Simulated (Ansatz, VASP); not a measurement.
# BiO5 in VASP and in Ansatz

```
CELL_PARAMETERS angstrom
4.92394 0.00000 0.00000
0.00000 4.92394 0.00000
0.00000 0.00000 3.55742
ATOMIC_POSITIONS crystal
Bi 0.50000 0.50000 0.74512
O 0.36354 0.00000 0.74436
O 0.63646 0.00000 0.74436
O 0.00000 0.36354 0.74436
O 0.00000 0.63646 0.74436
O 0.00000 0.00000 0.24267
```

Alike in both runs: functional PBE; k mesh 4 × 4 × 4; occupations gaussian, width 0.2 eV; no spin polarisation.

Ansatz relaxed the structure, and its values are those at the end. VASP's run is a single point on that final structure, the one shown.

|  | VASP | Ansatz |
| --- | --- | --- |
| version | VASP 6.6.1 | Ansatz 0.2.0 |
| potentials or method | VASP PAW PBE potentials, release 64 (Bi_d, O_h), cutoff 1340 eV | scalar-relativistic, plane waves, PAW |
| valence electrons in the cell | 45 | 45 |

```csv
,VASP,Ansatz,Ansatz less VASP
gap on the k mesh at the Fermi level (eV),none,none,-
pressure (GPa),-0.2,0.0,+0.19
rms of the force components (eV/Å),0.005,0.005,-0.0002
```

A gap of «none» marks a metal or a gap that the smearing closes. With one functional, cell and mesh, what is left measures potentials, basis and numerics.

The k mesh is coarse, so the values compare programs but aren't converged. Neither program's run includes spin-orbit coupling.
